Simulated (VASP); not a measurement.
# Ir (Fm-3m) in VASP: notebook

The runs below take Ir through single point, with LDA.

Everything below comes from runs of VASP 6.6.1. Logs are shortened: lines on timing, memory, paths and dates and some standing lists are left out, and cuts for length are marked.

## 1. The cell of the first run

Symmetry: Fm-3m, No. 225, cubic system. The conventional cell has a = 3.812 Å, b = 3.812 Å, c = 3.812 Å, α = 90.00°, β = 90.00°, γ = 90.00°. Within 3.6 Å of Ir (site symmetry m-3m) lie 12 Ir at 2.70 Å.

## 2. Single point, LDA

Input file INCAR:

```
SYSTEM = Ir
  PREC = Accurate
  ENCUT = 520
  EDIFF = 1E-6
  ISMEAR = 1
  SIGMA = 0.1
  LREAL = .FALSE.
  LASPH = .TRUE.
  NELM = 100
  ALGO = Normal
  ISIF = 2
  LWAVE = .FALSE.
  LCHARG = .FALSE.
  NBANDS = 10
```

Input file KPOINTS:

```
regular mesh
0
G
  14 14 14
  0 0 0
```

Input file POSCAR:

```
Ir
1.0
    0.0000000000      1.9060927672      1.9060927672
    1.9060927672      0.0000000000      1.9060927672
    1.9060927672      1.9060927672      0.0000000000
Ir
1
Direct
    0.0000000000      0.0000000000      0.0000000000
```

Potentials or basis: VASP PAW LDA potentials, release 64 (Ir).

Command:

```
cat potpaw_LDA.64/Ir/POTCAR > POTCAR
mpirun -np 1 vasp_std > vasp.out
```

OUTCAR:

```text
SYSTEM = Ir
   PREC = Accurate
   ENCUT = 520
   EDIFF = 1E-6
   ISMEAR = 1
   LREAL = .FALSE.
   LASPH = .TRUE.
   NELM = 100
   ISIF = 2

 ion  position               nearest neighbor table
   1  0.000  0.000  0.000-

  LATTYP: Found a face centered cubic cell.
 ALAT       =     3.8121855344

  Lattice vectors:

 A1 = (   0.0000000000,   1.9060927672,   1.9060927672)
 A2 = (   1.9060927672,   0.0000000000,   1.9060927672)
 A3 = (   1.9060927672,   1.9060927672,   0.0000000000)

Analysis of symmetry for initial positions (statically):
=====================================================================
 Subroutine PRICEL returns:
 Original cell was already a primitive cell.

 Routine SETGRP: Setting up the symmetry group for a
 face centered cubic supercell.

 Subroutine GETGRP returns: Found 48 space group operations
 (whereof 48 operations were pure point group operations)
 out of a pool of 48 trial point group operations.

The static configuration has the point symmetry O_h .

Analysis of symmetry for dynamics (positions and initial velocities):
=====================================================================
 Subroutine PRICEL returns:
 Original cell was already a primitive cell.

 Routine SETGRP: Setting up the symmetry group for a
 face centered cubic supercell.

 Subroutine GETGRP returns: Found 48 space group operations
 (whereof 48 operations were pure point group operations)
 out of a pool of 48 trial point group operations.

The dynamic configuration has the point symmetry O_h .

 Subroutine INISYM returns: Found 48 space group operations
 (whereof 48 operations are pure point group operations),
 and found     1 'primitive' translations

----------------------------------------------------------------------------------------

                                     Primitive cell

  volume of cell :      13.8504

  direct lattice vectors                    reciprocal lattice vectors
     0.000000000  1.906092767  1.906092767    -0.262316719  0.262316719  0.262316719
     1.906092767  0.000000000  1.906092767     0.262316719 -0.262316719  0.262316719
     1.906092767  1.906092767  0.000000000     0.262316719  0.262316719 -0.262316719

  length of vectors
     2.695622243  2.695622243  2.695622243     0.454345884  0.454345884  0.454345884

  position of ions in fractional coordinates (direct lattice)
     0.000000000  0.000000000  0.000000000

  ion indices of the primitive-cell ions
   primitive index   ion index
                 1           1

----------------------------------------------------------------------------------------

 KPOINTS: regular mesh

Automatic generation of k-mesh.
 Grid dimensions read from file:
 generate k-points for:   14   14   14

 Generating k-lattice:

  Cartesian coordinates                     Fractional coordinates (reciprocal lattice)
    -0.018736908  0.018736908  0.018736908     0.071428571  0.000000000  0.000000000
     0.018736908 -0.018736908  0.018736908     0.000000000  0.071428571  0.000000000
     0.018736908  0.018736908 -0.018736908     0.000000000  0.000000000  0.071428571

  Length of vectors
     0.032453277  0.032453277  0.032453277

  Shift w.r.t. Gamma in fractional coordinates (k-lattice)
     0.000000000  0.000000000  0.000000000

 Subroutine IBZKPT returns following result:
 ===========================================

 Found    104 irreducible k-points:

 Following reciprocal coordinates:
            Coordinates               Weight
  0.000000  0.000000  0.000000      1.000000
  0.071429  0.000000  0.000000      8.000000
  0.142857  0.000000  0.000000      8.000000
  0.214286  0.000000  0.000000      8.000000
  0.285714  0.000000  0.000000      8.000000
  0.357143  0.000000  0.000000      8.000000
[... 16 lines left out ...]
  0.214286  0.142857  0.000000     24.000000
  0.285714  0.142857  0.000000     24.000000
 [... further k-points ...]
   k-points           NKPTS =    104   k-points in BZ     NKDIM =    104   number of bands    NBANDS=     10
   number of dos      NEDOS =    301   number of ions     NIONS =      1
   total plane-waves  NPLWV =   8000
   dimension x,y,z NGX =    20 NGY =   20 NGZ =   20
   dimension x,y,z NGXF=    40 NGYF=   40 NGZF=   40
   ions per type =               1
   NGX,Y,Z   is equivalent  to a cutoff of  12.33, 12.33, 12.33 a.u.
   NGXF,Y,Z  is equivalent  to a cutoff of  24.67, 24.67, 24.67 a.u.
 SYSTEM =  Ir
   PREC   = accura    normal or accurate (medium, high low for compatibility)
   ISTART =      0    job   : 0-new  1-cont  2-samecut
   ICHARG =      2    charge: 1-file 2-atom 10-const
   ISPIN  =      1    spin polarized calculation?
   LNONCOLLINEAR =      F non collinear calculations
   LSORBIT =      F    spin-orbit coupling
   LASPH  =      T    aspherical Exc in radial PAW
   ENCUT  =  520.0 eV  38.22 Ry    6.18 a.u.   5.01  5.01  5.01*2*pi/ulx,y,z
   NELM   =    100;   NELMIN=  2; NELMDL= -5     # of ELM steps
   EDIFF  = 0.1E-05   stopping-criterion for ELM
   LREAL  =      F    real-space projection
   EDIFFG = 0.1E-04   stopping-criterion for IOM
   NSW    =      0    number of steps for IOM
   IBRION =     -1    ionic relax: 0-MD 1-quasi-New 2-CG
   NFREE  =      0    steps in history (QN), initial steepest desc. (CG)
   ISIF   =      2    stress and relaxation
   ISYM   =      2    0-nonsym 1-usesym 2-fastsym
   POTIM  = 0.5000    time-step for ionic-motion
   TEBEG  =    0.0;   TEEND  =   0.0 temperature during run
   PSTRESS=    0.0 pullay stress
   NELECT =       9.0000    total number of electrons
   NUPDOWN=      -1.0000    fix difference up-down
   EMIN   =  10.00;   EMAX   =-10.00  energy-range for DOS
   EFERMI =   0.00;   METHOD = LEGACY
   ISMEAR =     1;   SIGMA  =   0.10  broadening in eV -4-tet -1-fermi 0-gaus
   EFERMI_NEDOS =   21; number of points for ismear=-14 and -15
   IALGO  =     38    algorithm
   IMIX   =      4    mixing-type and parameters
     AMIX     =   0.40;   BMIX     =  1.00
     AMIX_MAG =   1.60;   BMIX_MAG =  1.00
  volume/ion in A,a.u.               =      13.85        93.47
  Fermi-wavevector in a.u.,A,eV,Ry     =   1.417974  2.679583 27.356562  2.010651
  Thomas-Fermi vector in A             =   2.539148
   LORBIT       =      0    0 simple, 1 ext, 2 COOP (PROOUT), +10 PAW based schemes
   GGA     = CA    functional components
   LHFCALC =     F    Hartree Fock is set to
   AEXX    =    0.0000 exact exchange contribution
   IVDW    =     0    specifies the selected vdW correction
   LEPSILON=     F    determine dielectric tensor
   LRPA    =     F    only Hartree local field effects (RPA)
 non-spin polarized calculation
 Methfessel and Paxton  Order N= 1 SIGMA  =   0.10
  energy-cutoff  :      520.00
  volume of cell :       13.85
 maximum number of plane-waves:       388
   NGX =  9   NGY =  9   NGZ =  9

 number of electron       9.0000001 magnetization

 Free energy of the ion-electron system (eV)
  ---------------------------------------------------
  ext. energy  EPLUGINS =         0.00000000
  ---------------------------------------------------
  free energy    TOTEN  =       -10.31349307 eV

  energy without entropy =      -10.31201170  energy(sigma->0) =      -10.31299928

 E-fermi :  10.5678     XC(G=0): -14.2626

 val. band max:       10.5664780510   @ k =   0.4286   0.3571   0.0714
 cond. band min:      10.5708102692   @ k =   0.3571   0.3571   0.0000
 fundamental gap:      0.0043322182
 Fermi energy:        10.5677722436

 k-point     1 :       0.0000    0.0000    0.0000
  band No.  band energies     occupation
      1      -0.6470      2.00000
      2       6.6410      2.00000
      3       6.6410      2.00000
      4       6.6410      2.00000
      5       9.4593      2.00000
      6       9.4593      2.00000
      7      24.9877      0.00000
      8      30.6535      0.00000
      9      30.6535      0.00000
     10      30.6535      0.00000

 k-point     2 :       0.0714    0.0000    0.0000
  band No.  band energies     occupation
      1      -0.4152      2.00000
      2       6.5180      2.00000
      3       6.7416      2.00000
      4       6.7416      2.00000
      5       9.3941      2.00000
      6       9.3941      2.00000
      7      25.3913      0.00000
      8      29.5289      0.00000
      9      31.0402      0.00000
     10      31.0402      0.00000

 k-point     3 :       0.1429    0.0000    0.0000
  band No.  band energies     occupation
      1       0.2370      2.00000
      2       6.2396      2.00000
      3       6.9762      2.00000
      4       6.9762      2.00000
      5       9.2907      2.00000
      6       9.2907      2.00000
      7      26.4066      0.00000
      8      27.6057      0.00000
      9      32.1425      0.00000
     10      32.1425      0.00000

 k-point     4 :       0.2143    0.0000    0.0000
  band No.  band energies     occupation
      1       1.1465      2.00000
      2       6.0629      2.00000
      3       7.1278      2.00000
      4       7.1278      2.00000
      5       9.4140      2.00000
      6       9.4140      2.00000
      7      25.5347      0.00000
      8      27.5592      0.00000
      9      33.7801      0.00000
     10      33.7801      0.00000
[... 222 lines left out ...]
 k-point    22 :       0.1429    0.1429    0.0000
  band No.  band energies     occupation
      1       0.5416      2.00000
      2       5.7864      2.00000
      3       7.3422      2.00000
      4       7.3422      2.00000
      5       8.4728      2.00000
      6       9.8184      2.00000
      7      27.0407      0.00000
      8      28.9304      0.00000
      9      30.9057      0.00000
     10      30.9057      0.00000

 k-point    23 :       0.2143    0.1429    0.0000
  band No.  band energies     occupation
      1       1.2588      2.00000
      2       5.4351      2.00000
      3       7.4783      2.00000
      4       7.6711      2.00000
      5       8.3870      2.00000
      6      10.0225      2.00000
      7      27.7079      0.00000
      8      28.1545      0.00000
      9      30.9613      0.00000
     10      31.5292      0.00000

 k-point    24 :       0.2857    0.1429    0.0000
  band No.  band energies     occupation
      1       2.1482      2.00000
      2       5.2596      2.00000
      3       7.0367      2.00000
      4       7.8023      2.00000
      5       9.2025      2.00000
      6      10.4364      2.06876
      7      25.7608      0.00000
      8      28.6865      0.00000
      9      30.9186      0.00000
     10      31.8583      0.00000

 [... further k-points ...]

------------------------ aborting loop because EDIFF is reached ----------------------------------------

  FORCE on cell =-STRESS in cart. coord.  units (eV):
  Direction    XX          YY          ZZ          XY          YZ          ZX
  --------------------------------------------------------------------------------------
  -------------------------------------------------------------------------------------
  Total        0.2095884      0.2095884      0.2095884      0.0000000      0.0000000     -0.0000000
  in kB       24.2446350     24.2446350     24.2446350      0.0000000      0.0000000     -0.0000000
  external PRESSURE =      24.2446350 kB  Pullay stress =       0.0000000 kB

 VOLUME and BASIS-vectors are now :
 -----------------------------------------------------------------------------
  energy-cutoff  :      520.00
  volume of cell :       13.85
      direct lattice vectors                 reciprocal lattice vectors
     0.000000000  1.906092767  1.906092767    -0.262316719  0.262316719  0.262316719
     1.906092767  0.000000000  1.906092767     0.262316719 -0.262316719  0.262316719
     1.906092767  1.906092767  0.000000000     0.262316719  0.262316719 -0.262316719

 POSITION                                       TOTAL-FORCE (eV/Angst)
 -----------------------------------------------------------------------------------
      0.00000      0.00000      0.00000        -0.000000     -0.000000     -0.000000
 -----------------------------------------------------------------------------------
    total drift:                                0.000000     -0.000000     -0.000000

  FREE ENERGIE OF THE ION-ELECTRON SYSTEM (eV)
  ---------------------------------------------------
  free  energy   TOTEN  =       -10.3134930744 eV

  energy  without entropy=      -10.3120116961  energy(sigma->0) =      -10.31299928
```

Wall time 4.7 s (1 thread of Intel Xeon 6975P-C, shared host); peak memory 0.13 GiB.

Results:

| Property | Result |
| --- | --- |
| Free energy | -10.3135 eV |
| Pressure | 2.4 GPa |

Levels at points of the mesh, in eV from the Fermi level:
```csv
k point,band 1,band 2,band 3,band 4,band 5,band 6,band 7,band 8,band 9
"(0.00, 0.00, 0.00)",-11.21,-3.93,-3.93,-3.93,-1.11,-1.11,14.42,20.09,20.09
"(0.50, 0.00, 0.00)",-8.22,-4.02,-4.02,-0.65,1.05,1.05,7.60,13.96,20.05
"(0.50, 0.50, 0.00)",-8.05,-7.48,1.04,1.65,1.65,1.86,10.93,11.92,11.92
```

Caveat: spin-orbit coupling is left out, which moves the levels of the heavy elements.

## 3. Single point, LDA

Input file INCAR:

```
PREC = Accurate
ENCUT = 520
EDIFF = 1E-6
ISMEAR = 1
SIGMA = 0.2
LREAL = F
LASPH = T
NELM = 80
ALGO = Normal
ISIF = 2
LWAVE = F
LCHARG = F
NBANDS = 10
```

Input file KPOINTS:

```
Automatic mesh
0
Gamma
  14 14 14
```

POSCAR is that of step 2.

Potentials or basis: VASP PAW LDA potentials, release 64 (Ir).

Command:

```
cat potpaw_LDA.64/Ir/POTCAR > POTCAR
mpirun -np 1 vasp_std > vasp.out
```

Wall time 4.7 s (1 thread of Intel Xeon 6975P-C, shared host); peak memory 0.13 GiB.

It converged, with:

- Free energy: -10.3155 eV
- Pressure: 2.4 GPa

Levels at points of the mesh, in eV from the Fermi level:
| k point | band 1 | band 2 | band 3 | band 4 | band 5 | band 6 | band 7 | band 8 | band 9 |
| --- | --- | --- | --- | --- | --- | --- | --- | --- | --- |
| (0.00, 0.00, 0.00) | -11.22 | -3.93 | -3.93 | -3.93 | -1.11 | -1.11 | 14.41 | 20.08 | 20.08 |
| (0.50, 0.00, 0.00) | -8.23 | -4.03 | -4.03 | -0.66 | 1.05 | 1.05 | 7.60 | 13.96 | 20.04 |
| (0.50, 0.50, 0.00) | -8.05 | -7.49 | 1.04 | 1.64 | 1.64 | 1.85 | 10.93 | 11.91 | 11.91 |

Caveat: spin-orbit coupling is left out, which moves the levels of the heavy elements.

(Continued in part 2 of 2.)
